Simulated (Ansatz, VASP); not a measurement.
One calculation of W, two programs

```xyz
3
Lattice="3.4486 -1.9313 0.0000 3.4486 1.9313 0.0000 -0.1062 0.0000 3.2231" Properties=species:S:1:pos:R:3 pbc="T T T"
W     4.5907    0.0000    2.1756
W     2.2001    0.0000    1.0475
W     0.0000    0.0000    0.0000
```

Alike in both runs: task single point; functional PBE; k mesh 6 × 6 × 6; occupations gaussian, width 0.1 eV; no spin polarisation.

```csv
,VASP,Ansatz
version,VASP 6.6.1,Ansatz 0.2.0
potentials or method,"VASP PAW PBE potentials, release 64 (W_sv), cutoff 520 eV","scalar-relativistic, plane waves, PAW"
valence electrons in the cell,42,42
```

Ansatz gave:

- gap on the k mesh at the Fermi level (eV): none
- rms of the force components (eV/Å): 1.253

Q: Which values does VASP return?

A: gap on the k mesh at the Fermi level (eV): none; rms of the force components (eV/Å): 1.287.

Atom by atom the forces differ by 0.034 eV/Å (rms over components). A gap of «none» marks a metal or a gap that the smearing closes.

Neither program's run includes spin-orbit coupling.
